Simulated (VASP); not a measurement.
# Cu (P6_3/mmc) in VASP: a series of runs

Cu is run at these levels: r2SCAN; tasks: single point.

All numbers are computed with VASP 6.6.1; they aren't measurements. Logs are shortened: lines on timing, memory, paths and dates and some standing lists are left out, and cuts for length are marked.

### 1 The cell of the first run

Symmetry: P6_3/mmc, No. 194, hexagonal system. The conventional cell has a = 2.551 Å, b = 2.551 Å, c = 4.140 Å, α = 90.00°, β = 90.00°, γ = 120.00°. Cu (site symmetry -6m2) has 12 Cu at 2.54 to 2.55 Å within 3.4 Å.

### 2 Single point, r2SCAN

File POSCAR:

```
Cu
1.0
    2.5508792560      0.0000000000      0.0000000000
   -1.2754396280      2.2091262377      0.0000000000
    0.0000000000      0.0000000000      4.1398073633
Cu
2
Direct
    0.6666666667      0.3333333333      0.7500000000
    0.3333333333      0.6666666667      0.2500000000
```

File INCAR.step1:

```
SYSTEM = Cu
ALGO = Normal
EDIFF = 1E-4
ENCUT = 520
GGA = PE
ISMEAR = -1
LASPH = .True.
LCHARG = .False.
LREAL = .False.
LWAVE = .True.
NBANDS = 18
NELM = 60
PREC = Accurate
SIGMA = 0.05
```

File INCAR.step2:

```
SYSTEM = Cu
ALGO = Normal
EDIFF = 1E-7
ENCUT = 520
ISIF = 2
ISMEAR = -1
ISTART = 1
LASPH = .True.
LCHARG = .False.
LMIXTAU = .True.
LREAL = .False.
LWAVE = .False.
METAGGA = R2SCAN
NBANDS = 18
NELM = 60
PREC = Accurate
SIGMA = 0.05
```

File KPOINTS:

```
k-points
0
Gamma
  12 12 7
  0 0 0
```

Potentials or basis: VASP PAW PBE potentials, release 64 (Cu).

Launch:

```sh
cat potpaw_PBE.64/Cu/POTCAR > POTCAR
cp INCAR.step1 INCAR
mpirun -np 1 vasp_std > vasp.out
cp INCAR.step2 INCAR
mpirun -np 1 vasp_std > vasp.out
```

OUTCAR:

```text
SYSTEM = Cu
   EDIFF = 1E-7
   ENCUT = 520
   ISIF = 2
   ISMEAR = -1
   ISTART = 1
   LASPH = .True.
   LREAL = .False.
   METAGGA = R2SCAN
   NELM = 60
   PREC = Accurate

 ion  position               nearest neighbor table
   1  0.667  0.333  0.750-   2 2.54   2 2.54   2 2.54   2 2.54   2 2.54   2 2.54
   2  0.333  0.667  0.250-   1 2.54   1 2.54   1 2.54   1 2.54   1 2.54   1 2.54

  LATTYP: Found a hexagonal cell.
 ALAT       =     2.5508792560
 C/A-ratio  =     1.6228942838

  Lattice vectors:

 A1 = (   2.5508792560,   0.0000000000,   0.0000000000)
 A2 = (  -1.2754396280,   2.2091262377,   0.0000000000)
 A3 = (   0.0000000000,   0.0000000000,   4.1398073633)

Analysis of symmetry for initial positions (statically):
=====================================================================
 Subroutine PRICEL returns:
 Original cell was already a primitive cell.

 Routine SETGRP: Setting up the symmetry group for a
 hexagonal supercell.

 Subroutine GETGRP returns: Found 24 space group operations
 (whereof 12 operations were pure point group operations)
 out of a pool of 24 trial point group operations.

The static configuration has the point symmetry D_3d.
 The point group associated with its full space group is D_6h.

Analysis of symmetry for dynamics (positions and initial velocities):
=====================================================================
 Subroutine PRICEL returns:
 Original cell was already a primitive cell.

 Routine SETGRP: Setting up the symmetry group for a
 hexagonal supercell.

 Subroutine GETGRP returns: Found 24 space group operations
 (whereof 12 operations were pure point group operations)
 out of a pool of 24 trial point group operations.

The dynamic configuration has the point symmetry D_3d.
 The point group associated with its full space group is D_6h.

 Subroutine INISYM returns: Found 24 space group operations
 (whereof 12 operations are pure point group operations),
 and found     1 'primitive' translations

----------------------------------------------------------------------------------------

                                     Primitive cell

  volume of cell :      23.3287

  direct lattice vectors                    reciprocal lattice vectors
     2.550879256  0.000000000  0.000000000     0.392021691  0.226333829  0.000000000
    -1.275439628  2.209126238  0.000000000     0.000000000  0.452667658  0.000000000
     0.000000000  0.000000000  4.139807363     0.000000000  0.000000000  0.241557134

  length of vectors
     2.550879256  2.550879256  4.139807363     0.452667658  0.452667658  0.241557134

  position of ions in fractional coordinates (direct lattice)
     0.666666667  0.333333333  0.750000000
     0.333333333  0.666666667  0.250000000

  ion indices of the primitive-cell ions
   primitive index   ion index
                 1           1
                 2           2

----------------------------------------------------------------------------------------

 KPOINTS: k-points

Automatic generation of k-mesh.
 Grid dimensions read from file:
 generate k-points for:   12   12    7

 Generating k-lattice:

  Cartesian coordinates                     Fractional coordinates (reciprocal lattice)
     0.032668474  0.018861152  0.000000000     0.083333333  0.000000000  0.000000000
     0.000000000  0.037722305  0.000000000     0.000000000  0.083333333  0.000000000
     0.000000000  0.000000000  0.034508162     0.000000000  0.000000000  0.142857143

  Length of vectors
     0.037722305  0.037722305  0.034508162

  Shift w.r.t. Gamma in fractional coordinates (k-lattice)
     0.000000000  0.000000000  0.000000000

 Subroutine IBZKPT returns following result:
 ===========================================

 Found     76 irreducible k-points:

 Following reciprocal coordinates:
            Coordinates               Weight
  0.000000  0.000000  0.000000      1.000000
  0.083333  0.000000  0.000000      6.000000
  0.166667 -0.000000  0.000000      6.000000
  0.250000 -0.000000  0.000000      6.000000
  0.333333  0.000000  0.000000      6.000000
  0.416667 -0.000000  0.000000      6.000000
[... 16 lines left out ...]
  0.250000 -0.000000  0.142857     12.000000
  0.333333  0.000000  0.142857     12.000000
 [... further k-points ...]
   k-points           NKPTS =     76   k-points in BZ     NKDIM =     76   number of bands    NBANDS=     18
   number of dos      NEDOS =    301   number of ions     NIONS =      2
   total plane-waves  NPLWV =  12800
   dimension x,y,z NGX =    20 NGY =   20 NGZ =   32
   dimension x,y,z NGXF=    40 NGYF=   40 NGZF=   64
   ions per type =               2
   NGX,Y,Z   is equivalent  to a cutoff of  13.03, 13.03, 12.85 a.u.
   NGXF,Y,Z  is equivalent  to a cutoff of  26.07, 26.07, 25.70 a.u.
 SYSTEM =  Cu
   PREC   = accura    normal or accurate (medium, high low for compatibility)
   ISTART =      1    job   : 0-new  1-cont  2-samecut
   ICHARG =      0    charge: 1-file 2-atom 10-const
   ISPIN  =      1    spin polarized calculation?
   LNONCOLLINEAR =      F non collinear calculations
   LSORBIT =      F    spin-orbit coupling
   LASPH  =      T    aspherical Exc in radial PAW
   ENCUT  =  520.0 eV  38.22 Ry    6.18 a.u.   4.74  4.74  7.70*2*pi/ulx,y,z
   NELM   =     60;   NELMIN=  2; NELMDL=  0     # of ELM steps
   EDIFF  = 0.1E-06   stopping-criterion for ELM
   LREAL  =      F    real-space projection
   EDIFFG = 0.1E-05   stopping-criterion for IOM
   NSW    =      0    number of steps for IOM
   IBRION =     -1    ionic relax: 0-MD 1-quasi-New 2-CG
   NFREE  =      0    steps in history (QN), initial steepest desc. (CG)
   ISIF   =      2    stress and relaxation
   ISYM   =      2    0-nonsym 1-usesym 2-fastsym
   POTIM  = 0.5000    time-step for ionic-motion
   TEBEG  =    0.0;   TEEND  =   0.0 temperature during run
   PSTRESS=    0.0 pullay stress
   NELECT =      22.0000    total number of electrons
   NUPDOWN=      -1.0000    fix difference up-down
   EMIN   =  10.00;   EMAX   =-10.00  energy-range for DOS
   EFERMI =   0.00;   METHOD = LEGACY
   ISMEAR =    -1;   SIGMA  =   0.05  broadening in eV -4-tet -1-fermi 0-gaus
   EFERMI_NEDOS =   21; number of points for ismear=-14 and -15
   IALGO  =     38    algorithm
   IMIX   =      4    mixing-type and parameters
     AMIX     =   0.40;   BMIX     =  1.00
     AMIX_MAG =   1.60;   BMIX_MAG =  1.00
  volume/ion in A,a.u.               =      11.66        78.71
  Fermi-wavevector in a.u.,A,eV,Ry     =   1.605408  3.033782 35.066788  2.577336
  Thomas-Fermi vector in A             =   2.701759
   LORBIT       =      0    0 simple, 1 ext, 2 COOP (PROOUT), +10 PAW based schemes
   METAGGA = R2SCAN    functional components
   LHFCALC =     F    Hartree Fock is set to
   AEXX    =    0.0000 exact exchange contribution
   IVDW    =     0    specifies the selected vdW correction
   LEPSILON=     F    determine dielectric tensor
   LRPA    =     F    only Hartree local field effects (RPA)
 non-spin polarized calculation
  energy-cutoff  :      520.00
  volume of cell :       23.33
 maximum number of plane-waves:       646
 NGX is ok and might be reduce to    20
   NGX =  9   NGY =  9   NGZ = 15

 number of electron      21.9999985 magnetization

 Free energy of the ion-electron system (eV)
  ---------------------------------------------------
  ext. energy  EPLUGINS =         0.00000000
  ---------------------------------------------------
  free energy    TOTEN  =       -21.62134262 eV

  energy without entropy =      -21.61393733  energy(sigma->0) =      -21.61763997

 E-fermi :   7.5019     XC(G=0): -13.8271

 val. band max:        7.4881151289   @ k =   0.0833   0.0833   0.1429
 cond. band min:       7.5135560286   @ k =   0.2500   0.2500   0.2857
 fundamental gap:      0.0254408997
 Fermi energy:         7.5018753238

 k-point     1 :       0.0000    0.0000    0.0000
  band No.  band energies     occupation
      1      -2.2147      2.00000
      2       2.2585      2.00000
      3       4.3971      2.00000
      4       4.4352      2.00000
      5       4.4354      2.00000
      6       4.6554      2.00000
[... 10 lines left out ...]
     17      32.0275      0.00000
     18      32.0277      0.00000

 k-point     2 :       0.0833    0.0000    0.0000
  band No.  band energies     occupation
      1      -1.9805      2.00000
      2       2.3880      2.00000
      3       4.2560      2.00000
      4       4.5188      2.00000
      5       4.5495      2.00000
      6       4.6208      2.00000
[... 10 lines left out ...]
     17      33.0234      0.00000
     18      33.1727      0.00000

 k-point     3 :       0.1667   -0.0000    0.0000
  band No.  band energies     occupation
      1      -1.2940      2.00000
      2       2.7142      2.00000
      3       4.0560      2.00000
      4       4.2256      2.00000
      5       4.4890      2.00000
      6       4.7438      2.00000
[... 10 lines left out ...]
     17      30.2158      0.00000
     18      32.1701      0.00000

 k-point     4 :       0.2500   -0.0000    0.0000
  band No.  band energies     occupation
      1      -0.2170      2.00000
      2       3.0101      2.00000
      3       3.6741      2.00000
      4       3.9130      2.00000
      5       4.4101      2.00000
      6       4.5923      2.00000
[... 375 lines left out ...]
      4       4.0756      2.00000
      5       4.4348      2.00000
      6       4.6303      2.00000
[... 10 lines left out ...]
     17      29.2640      0.00000
     18      31.1031      0.00000

 k-point    23 :       0.2500   -0.0000    0.1429
  band No.  band energies     occupation
      1      -0.0474      2.00000
      2       3.0015      2.00000
      3       3.5770      2.00000
      4       3.9415      2.00000
      5       4.3289      2.00000
      6       4.6119      2.00000
[... 10 lines left out ...]
     17      27.7121      0.00000
     18      30.0458      0.00000

 k-point    24 :       0.3333    0.0000    0.1429
  band No.  band energies     occupation
      1       1.1961      2.00000
      2       3.0118      2.00000
      3       3.2848      2.00000
      4       3.8863      2.00000
      5       4.4416      2.00000
      6       4.5037      2.00000
[... 10 lines left out ...]
     17      25.7526      0.00000
     18      28.1166      0.00000

 [... further k-points ...]
[... 5 lines left out ...]
  --------------------------------------------------------------------------------------
  -------------------------------------------------------------------------------------
  Total       -0.2963288     -0.2963288     -0.2772367      0.0000000      0.0000000      0.0000000
  in kB      -20.3513814    -20.3513814    -19.0401651      0.0000000      0.0000000      0.0000000
  external PRESSURE =     -19.9143093 kB  Pullay stress =       0.0000000 kB

 VOLUME and BASIS-vectors are now :
 -----------------------------------------------------------------------------
  energy-cutoff  :      520.00
  volume of cell :       23.33
      direct lattice vectors                 reciprocal lattice vectors
     2.550879256  0.000000000  0.000000000     0.392021691  0.226333829  0.000000000
    -1.275439628  2.209126238  0.000000000     0.000000000  0.452667658  0.000000000
     0.000000000  0.000000000  4.139807363     0.000000000  0.000000000  0.241557134

 POSITION                                       TOTAL-FORCE (eV/Angst)
 -----------------------------------------------------------------------------------
      1.27544      0.73638      3.10486         0.000000     -0.000000      0.000000
     -0.00000      1.47275      1.03495        -0.000000      0.000000      0.000000
 -----------------------------------------------------------------------------------
    total drift:                               -0.000000      0.000000     -0.000000

  FREE ENERGIE OF THE ION-ELECTRON SYSTEM (eV)
  ---------------------------------------------------
  free  energy   TOTEN  =       -21.6213426168 eV

  energy  without entropy=      -21.6139373274  energy(sigma->0) =      -21.61763997
```

It took 57 s on 1 thread of Intel Xeon 6975P-C (Granite Rapids), shared host; peak memory 0.15 GiB.

What came out:

- Free energy: -21.6213 eV
- Pressure: -2.0 GPa
- Band gap on the k mesh: zero (band 11 reaches 11.71 eV, above the bottom of band 12 at 5.55 eV)

Caveat: the PAW data sets were made with another functional, which shifts forces and pressure a little.

### 3 Single point, r2SCAN

This run uses another cell than the first one, of 12.12 Å³/atom, 1.039 times its volume.

File POSCAR:

```
Cu
1.0
    2.5837974578      0.0000000000      0.0000000000
   -1.2918987289      2.2376342367      0.0000000000
    0.0000000000      0.0000000000      4.1932301247
Cu
2
Direct
    0.6666666667      0.3333333333      0.7500000000
    0.3333333333      0.6666666667      0.2500000000
```

File INCAR.step1:

```
SYSTEM = Cu
PREC     = Accurate       ! precision mode
ENCUT    = 520            ! plane-wave cutoff, eV
ISMEAR   = -1             ! smearing method
SIGMA    = 0.05           ! smearing width, eV
LREAL    = .False.        ! projectors in reciprocal space
LASPH    = .True.         ! aspherical terms in the spheres
NELM     = 60             ! most SCF steps
NBANDS   = 18             ! bands
GGA      = PE             ! functional
ALGO     = Normal         ! electronic algorithm
EDIFF    = 1E-4           ! SCF threshold, eV
LWAVE    = .True.         ! write WAVECAR
LCHARG   = .False.        ! write CHGCAR
```

File INCAR.step2:

```
SYSTEM = Cu
PREC     = Accurate       ! precision mode
ENCUT    = 520            ! plane-wave cutoff, eV
EDIFF    = 1E-7           ! SCF threshold, eV
ISMEAR   = -1             ! smearing method
SIGMA    = 0.05           ! smearing width, eV
LREAL    = .False.        ! projectors in reciprocal space
LASPH    = .True.         ! aspherical terms in the spheres
NELM     = 60             ! most SCF steps
ALGO     = Normal         ! electronic algorithm
ISIF     = 2              ! what is computed and relaxed
LWAVE    = .False.        ! write WAVECAR
LCHARG   = .False.        ! write CHGCAR
METAGGA  = R2SCAN         ! meta-GGA
LMIXTAU  = .True.       
NBANDS   = 18             ! bands
ISTART   = 1
```

File KPOINTS:

```
regular mesh
0
Gamma
  12 12 7
  0 0 0
```

Potentials or basis: VASP PAW PBE potentials, release 64 (Cu).

Launch:

```sh
cat potpaw_PBE.64/Cu/POTCAR > POTCAR
cp INCAR.step1 INCAR
mpirun -np 1 vasp_std > vasp.out
cp INCAR.step2 INCAR
mpirun -np 1 vasp_std > vasp.out
```

Wall time 56 s (1 thread of Intel Xeon 6975P-C (Granite Rapids), shared host); peak memory 0.15 GiB.

It converged, with:

```yaml
Free_energy: -21.5954 eV
Pressure: -7.2 GPa
Band_gap_on_the_k_mesh: zero (band 11 reaches 11.15 eV, above the bottom of band 12 at 5.14 eV)
```

Levels at points of the mesh, in eV from the Fermi level:
| k point | band 9 | band 10 | band 11 | band 12 | band 13 | band 14 |
| --- | --- | --- | --- | --- | --- | --- |
| (0.00, 0.00, 0.00) | -2.49 | -1.75 | -1.75 | -0.86 | 3.98 | 21.90 |
| (0.50, 0.00, 0.00) | -1.61 | -1.57 | 0.02 | 1.61 | 8.06 | 8.52 |

Caveat: the PAW data sets were made with another functional, which shifts forces and pressure a little.
